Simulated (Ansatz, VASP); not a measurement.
# One calculation of TiO2, two programs

```xyz
6
Lattice="4.7062 0.0000 0.0000 0.0000 4.7062 0.0000 0.0000 0.0000 2.8853" Properties=species:S:1:pos:R:3 pbc="T T T"
Ti    0.0000    0.0000    0.0000
Ti    2.3531    2.3531    1.4427
O     1.4358    1.4358    0.0000
O     0.9172    3.7889    1.4427
O     3.2703    3.2703    0.0000
O     3.7889    0.9172    1.4427
```

Alike in both runs: task single point; functional PBE; k mesh 8 × 8 × 10; occupations gaussian, width 0.05 eV; no spin polarisation.

```csv
,VASP,Ansatz
version,VASP 6.6.1,Ansatz 0.2.0
potentials or method,"VASP PAW PBE potentials, release 64 (Ti_sv, O), cutoff 520 eV","scalar-relativistic, plane waves, PAW"
valence electrons in the cell,48,48
```

|  | VASP | Ansatz | Ansatz less VASP |
| --- | --- | --- | --- |
| gap on the k mesh at the Fermi level (eV) | 1.92 | 1.94 | +0.026 |
| least direct gap on the mesh (eV) | 1.92 | 1.94 | +0.026 |
| pressure (GPa) | 2.6 | 1.9 | -0.65 |
| traceless stress, the component that is largest in VASP (GPa) | 7.70 | 7.43 | -0.273 |
| rms of the force components (eV/Å) | 0.018 | 0.001 | -0.0163 |

Atom by atom the forces differ by 0.019 eV/Å (rms over components). The functional is the same, so the differences come from potentials, cutoffs and numerics.
